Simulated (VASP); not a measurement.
Runs of VASP 6.6.1 on Al. The structure is that of space group P6_3/mmc (No. 194), or close to it. The cells are those of the table. 

```csv
task,cell,k mesh,cutoff (eV),gap on the mesh (eV),pressure (GPa)
single point,"a = 2.539, b = 2.539, c = 4.144 Å, angles 90.0, 90.0, 120.0°, 2 atoms",18 × 18 × 10,520,none,50.3
single point,"a = 2.846, b = 2.796, c = 4.607 Å, angles 90.0, 90.0, 120.6°, 2 atoms",24 × 24 × 12,520,none,(a)
relaxation of cell and atoms,"relaxed to 25 GPa from a = 2.641, b = 2.641, c = 4.293 Å, angles 90.0, 90.0, 120.0°, 2 atoms",18 × 18 × 10,600,none,25.0
single point,"a = 2.818, b = 2.800, c = 4.620 Å, angles 90.0, 90.0, 120.3°, 2 atoms",24 × 24 × 12,520,none,-0.3
single point,"a = 2.734, b = 2.787, c = 4.671 Å, angles 90.0, 90.0, 119.4°, 2 atoms",24 × 24 × 12,520,none,1.2
relaxation of cell and atoms,"relaxed to 4 GPa from a = 2.751, b = 2.751, c = 4.582 Å, angles 90.0, 90.0, 120.0°, 2 atoms",18 × 18 × 10,600,none,4.0
relaxation of cell and atoms,"relaxed to 1 GPa from a = 2.781, b = 2.781, c = 4.633 Å, angles 90.0, 90.0, 120.0°, 2 atoms",18 × 18 × 10,600,none,1.0
single point,"a = 2.637, b = 2.637, c = 4.296 Å, angles 90.0, 90.0, 120.0°, 2 atoms",18 × 18 × 10,520,none,25.2
single point,"a = 2.874, b = 2.874, c = 4.564 Å, angles 90.0, 90.0, 120.0°, 2 atoms",24 × 24 × 12,520,none,(b)
single point,"a = 2.752, b = 2.752, c = 4.582 Å, angles 90.0, 90.0, 120.0°, 2 atoms",18 × 18 × 10,520,none,4.1
single point,"a = 2.801, b = 2.801, c = 4.667 Å, angles 90.0, 90.0, 120.0°, 2 atoms",18 × 18 × 10,520,none,-0.9
single point,"a = 2.790, b = 2.790, c = 4.648 Å, angles 90.0, 90.0, 120.0°, 2 atoms",18 × 18 × 10,520,none,0.1
```

Alike in all rows: level PBEsol+D3(BJ); potentials or basis VASP PAW PBE potentials, release 64 (Al); no spin polarisation; smearing gaussian 0.1 eV.

Q: Estimate the missing entries.

A: (a) -0.5; (b) -3.1.

Caveats: the PAW data sets were made with another functional, which shifts forces and pressure a little; pairwise dispersion overbinds metals, which lowers pressure and volume; the cell is relaxed towards a set pressure, so the enthalpy falls and the energy may rise (some runs); the relaxation stopped at its first step, so nothing moved (some runs).

A gap of «none» marks levels without a gap at the run's occupations.
